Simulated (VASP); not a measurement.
# ZrO2 (Fm-3m) in VASP: single point with PBE

Aim: the single point of ZrO2 with PBE.

All numbers are computed with VASP 6.6.1; they aren't measurements. Logs are shortened: lines on timing, memory, paths and dates and some standing lists are left out, and cuts for length are marked.

## 1. The cell of the first run

Symmetry: Fm-3m, No. 225, cubic system. The conventional cell has a = 5.070 Å, b = 5.070 Å, c = 5.070 Å, α = 90.00°, β = 90.00°, γ = 90.00°. Within 2.9 Å of Zr (site symmetry m-3m) lie 8 O at 2.20 Å. Within 2.9 Å of O (site symmetry -43m) lie 4 Zr at 2.20 Å and 6 O at 2.54 Å.

## 2. Single point, PBE

Contents of INCAR:

```
PREC = Accurate
ENCUT = 520
EDIFF = 1E-7
ISMEAR = 0
SIGMA = 0.05
LREAL = F
LASPH = T
NELM = 100
ALGO = Normal
ISIF = 2
LWAVE = F
LCHARG = T
GGA = PE
LELF = T
LVHAR = T
NBANDS = 19
```

Contents of KPOINTS:

```
regular mesh
0
Gamma
  8 8 8
```

Contents of POSCAR:

```
ZrO2
1.0
    0.0000000000      2.5350000000      2.5350000000
    2.5350000000      0.0000000000      2.5350000000
    2.5350000000      2.5350000000      0.0000000000
Zr O
1 2
Direct
    0.0000000000      0.0000000000      0.0000000000
    0.2500000000      0.2500000000      0.2500000000
    0.7500000000      0.7500000000      0.7500000000
```

Potentials or basis: VASP PAW PBE potentials, release 64 (Zr_sv, O).

Started as:

```
$ cat potpaw_PBE.64/Zr_sv/POTCAR potpaw_PBE.64/O/POTCAR > POTCAR
$ mpirun -np 1 vasp_std > vasp.out
```

OUTCAR:

```text
PREC = Accurate
   ENCUT = 520
   EDIFF = 1E-7
   ISMEAR = 0
   LREAL = F
   LASPH = T
   NELM = 100
   ISIF = 2
   GGA = PE

 ion  position               nearest neighbor table
   1  0.000  0.000  0.000-   3 2.20   3 2.20   3 2.20   2 2.20   3 2.20   2 2.20   2 2.20   2 2.20

   2  0.250  0.250  0.250-   1 2.20   1 2.20   1 2.20   1 2.20
   3  0.750  0.750  0.750-   1 2.20   1 2.20   1 2.20   1 2.20

  LATTYP: Found a face centered cubic cell.
 ALAT       =     5.0700000000

  Lattice vectors:

 A1 = (   0.0000000000,   2.5350000000,   2.5350000000)
 A2 = (   2.5350000000,   0.0000000000,   2.5350000000)
 A3 = (   2.5350000000,   2.5350000000,   0.0000000000)

Analysis of symmetry for initial positions (statically):
=====================================================================
 Subroutine PRICEL returns:
 Original cell was already a primitive cell.

 Routine SETGRP: Setting up the symmetry group for a
 face centered cubic supercell.

 Subroutine GETGRP returns: Found 48 space group operations
 (whereof 48 operations were pure point group operations)
 out of a pool of 48 trial point group operations.

The static configuration has the point symmetry O_h .

Analysis of symmetry for dynamics (positions and initial velocities):
=====================================================================
 Subroutine PRICEL returns:
 Original cell was already a primitive cell.

 Routine SETGRP: Setting up the symmetry group for a
 face centered cubic supercell.

 Subroutine GETGRP returns: Found 48 space group operations
 (whereof 48 operations were pure point group operations)
 out of a pool of 48 trial point group operations.

The dynamic configuration has the point symmetry O_h .

 Subroutine INISYM returns: Found 48 space group operations
 (whereof 48 operations are pure point group operations),
 and found     1 'primitive' translations

----------------------------------------------------------------------------------------

                                     Primitive cell

  volume of cell :      32.5810

  direct lattice vectors                    reciprocal lattice vectors
     0.000000000  2.535000000  2.535000000    -0.197238659  0.197238659  0.197238659
     2.535000000  0.000000000  2.535000000     0.197238659 -0.197238659  0.197238659
[... 77 lines left out ...]
 SYSTEM =  unknown system
   PREC   = accura    normal or accurate (medium, high low for compatibility)
   ISTART =      0    job   : 0-new  1-cont  2-samecut
   ICHARG =      2    charge: 1-file 2-atom 10-const
   ISPIN  =      1    spin polarized calculation?
   LNONCOLLINEAR =      F non collinear calculations
   LSORBIT =      F    spin-orbit coupling
   LASPH  =      T    aspherical Exc in radial PAW
   ENCUT  =  520.0 eV  38.22 Ry    6.18 a.u.   6.67  6.67  6.67*2*pi/ulx,y,z
   NELM   =    100;   NELMIN=  2; NELMDL= -5     # of ELM steps
   EDIFF  = 0.1E-06   stopping-criterion for ELM
   LREAL  =      F    real-space projection
   EDIFFG = 0.1E-05   stopping-criterion for IOM
   NSW    =      0    number of steps for IOM
   IBRION =     -1    ionic relax: 0-MD 1-quasi-New 2-CG
   NFREE  =      0    steps in history (QN), initial steepest desc. (CG)
   ISIF   =      2    stress and relaxation
   ISYM   =      2    0-nonsym 1-usesym 2-fastsym
   POTIM  = 0.5000    time-step for ionic-motion
   TEBEG  =    0.0;   TEEND  =   0.0 temperature during run
   PSTRESS=    0.0 pullay stress
   NELECT =      24.0000    total number of electrons
   NUPDOWN=      -1.0000    fix difference up-down
   EMIN   =  10.00;   EMAX   =-10.00  energy-range for DOS
   EFERMI =   0.00;   METHOD = LEGACY
   ISMEAR =     0;   SIGMA  =   0.05  broadening in eV -4-tet -1-fermi 0-gaus
   EFERMI_NEDOS =   21; number of points for ismear=-14 and -15
   IALGO  =     38    algorithm
   IMIX   =      4    mixing-type and parameters
     AMIX     =   0.40;   BMIX     =  1.00
     AMIX_MAG =   1.60;   BMIX_MAG =  1.00
  volume/ion in A,a.u.               =      10.86        73.29
  Fermi-wavevector in a.u.,A,eV,Ry     =   1.478509  2.793977 29.742181  2.185989
  Thomas-Fermi vector in A             =   2.592781
   LORBIT       =      0    0 simple, 1 ext, 2 COOP (PROOUT), +10 PAW based schemes
   GGA     = PE    functional components
   LHFCALC =     F    Hartree Fock is set to
   AEXX    =    0.0000 exact exchange contribution
   IVDW    =     0    specifies the selected vdW correction
   LEPSILON=     F    determine dielectric tensor
   LRPA    =     F    only Hartree local field effects (RPA)
 non-spin polarized calculation
 Gauss-broadening in eV      SIGMA  =   0.05
  energy-cutoff  :      520.00
  volume of cell :       32.58
 maximum number of plane-waves:       893
   NGX = 13   NGY = 13   NGZ = 13

 number of electron      23.9999991 magnetization

 Free energy of the ion-electron system (eV)
  ---------------------------------------------------
  ext. energy  EPLUGINS =         0.00000000
  ---------------------------------------------------
  free energy    TOTEN  =       -28.54644626 eV

  energy without entropy =      -28.54644626  energy(sigma->0) =      -28.54644626

 E-fermi :   7.6511     XC(G=0): -11.8465

 val. band max:        7.3579481463   @ k =   0.5000   0.5000   0.0000
 cond. band min:      10.7430641053   @ k =   0.0000   0.0000   0.0000
 fundamental gap:      3.3851159590
 Fermi energy:         7.6510752989

 k-point     1 :       0.0000    0.0000    0.0000
  band No.  band energies     occupation
      1     -40.6746      2.00000
      2     -18.4963      2.00000
      3     -18.4963      2.00000
      4     -18.4963      2.00000
      5     -10.8957      2.00000
      6      -8.2942      2.00000
[... 505 lines left out ...]
      6      -8.8725      2.00000
[... 11 lines left out ...]
     18      18.0954      0.00000
     19      22.1250      0.00000

 [... further k-points ...]
[... 5 lines left out ...]
  --------------------------------------------------------------------------------------
  -------------------------------------------------------------------------------------
  Total        1.4436590      1.4436590      1.4436590      0.0000000      0.0000000     -0.0000000
  in kB       70.9923140     70.9923140     70.9923140      0.0000000      0.0000000     -0.0000000
  external PRESSURE =      70.9923140 kB  Pullay stress =       0.0000000 kB

 VOLUME and BASIS-vectors are now :
 -----------------------------------------------------------------------------
  energy-cutoff  :      520.00
  volume of cell :       32.58
      direct lattice vectors                 reciprocal lattice vectors
     0.000000000  2.535000000  2.535000000    -0.197238659  0.197238659  0.197238659
     2.535000000  0.000000000  2.535000000     0.197238659 -0.197238659  0.197238659
     2.535000000  2.535000000  0.000000000     0.197238659  0.197238659 -0.197238659

 POSITION                                       TOTAL-FORCE (eV/Angst)
 -----------------------------------------------------------------------------------
      0.00000      0.00000      0.00000        -0.000000     -0.000000     -0.000000
      1.26750      1.26750      1.26750        -0.000000     -0.000000     -0.000000
      3.80250      3.80250      3.80250         0.000000      0.000000      0.000000
 -----------------------------------------------------------------------------------
    total drift:                                0.000000      0.000000      0.000000

  FREE ENERGIE OF THE ION-ELECTRON SYSTEM (eV)
  ---------------------------------------------------
  free  energy   TOTEN  =       -28.5464462597 eV

  energy  without entropy=      -28.5464462597  energy(sigma->0) =      -28.54644626
```

OSZICAR:

```text
N       E                     dE             d eps       ncg     rms          rms(c)
DAV:   1     0.181250780236E+03    0.18125E+03   -0.14172E+04  1102   0.129E+03
DAV:   2    -0.257440070364E+02   -0.20699E+03   -0.20150E+03  1308   0.348E+02
DAV:   3    -0.346539812839E+02   -0.89100E+01   -0.88649E+01  1582   0.678E+01
DAV:   4    -0.348565223506E+02   -0.20254E+00   -0.20198E+00  1480   0.809E+00
DAV:   5    -0.348604784342E+02   -0.39561E-02   -0.39555E-02  1400   0.970E-01    0.248E+01
DAV:   6    -0.286268835387E+02    0.62336E+01   -0.22907E+01  1182   0.396E+01    0.860E+00
DAV:   7    -0.285751391511E+02    0.51744E-01   -0.97958E-01  1319   0.762E+00    0.696E+00
DAV:   8    -0.285661296833E+02    0.90095E-02   -0.36492E-01  1210   0.562E+00    0.309E+00
DAV:   9    -0.285454005903E+02    0.20729E-01   -0.61152E-02  1220   0.218E+00    0.337E-01
DAV:  10    -0.285466697689E+02   -0.12692E-02   -0.64907E-03  1286   0.765E-01    0.386E-01
DAV:  11    -0.285464196918E+02    0.25008E-03   -0.94662E-04  1216   0.314E-01    0.446E-02
DAV:  12    -0.285464578670E+02   -0.38175E-04   -0.85406E-05  1239   0.712E-02    0.692E-02
DAV:  13    -0.285464454729E+02    0.12394E-04   -0.46990E-05  1298   0.563E-02    0.689E-03
DAV:  14    -0.285464466360E+02   -0.11631E-05   -0.41385E-06  1264   0.206E-02    0.127E-02
DAV:  15    -0.285464462903E+02    0.34565E-06   -0.95485E-07  1201   0.897E-03    0.757E-04
DAV:  16    -0.285464462597E+02    0.30664E-07   -0.20556E-08   829   0.118E-03
   1 F= -.28546446E+02 E0= -.28546446E+02  d E =-.195795E-18
```

Run time: 20 s. Hardware: 1 thread of Intel Xeon Platinum 8488C (Sapphire Rapids), shared host; peak memory 0.16 GiB.

Results:

```
Free energy            : -28.5464 eV
Pressure               : 7.1 GPa
Band gap on the k mesh : 3.39 eV, indirect (least direct gap 3.84 eV)
```

Levels at points of the mesh, in eV from the valence-band top:
```csv
k point,band 10,band 11,band 12,band 13,band 14,band 15
"(0.00, 0.00, 0.00)",-0.54,-0.54,-0.54,3.39,3.39,6.67
"(0.50, 0.00, 0.00)",-2.48,-1.65,-1.65,4.04,4.04,6.19
"(0.50, 0.50, 0.00)",-1.53,-1.53,0.00,3.84,4.80,5.94
```
